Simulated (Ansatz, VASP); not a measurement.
## Au in VASP and in Ansatz

```xyz
2
Lattice="2.9470 0.0000 0.0000 -1.4735 2.5521 0.0000 0.0000 0.0000 4.7741" Properties=species:S:1:pos:R:3 pbc="T T T"
Au   -0.1326    1.6249    0.9787
Au    1.6061    0.9273    3.7954
```

Change from the starting cell: shortest bond scaled by 0.82, LAPW.

Alike in both runs: task single point; functional PBEsol; k mesh 12 × 12 × 6; occupations fermi-dirac, width 0.05 eV; no spin polarisation.

|  | VASP | Ansatz |
| --- | --- | --- |
| version | VASP 6.6.1 | Ansatz 0.2.0 |
| potentials or method | VASP PAW PBE potentials, release 64 (Au), cutoff 520 eV | all-electron LAPW, scalar-relativistic |

Ansatz gave:

```
pressure (GPa)                                                : 12.0
traceless stress, the component that is largest in VASP (GPa) : 12.30
rms of the force components (eV/Å)                            : 2.859
```

**Question.** Which values does VASP return?

**Answer.** Pressure (GPa): 11.8; traceless stress, the component that is largest in VASP (GPa): 12.25; rms of the force components (eV/Å): 2.846.

VASP's potentials were made for PBE, not for PBEsol. Atom by atom the forces differ by 0.013 eV/Å (rms over components). Ansatz ran all-electron here, and VASP with PAW potentials.

Spin-orbit coupling is off throughout.
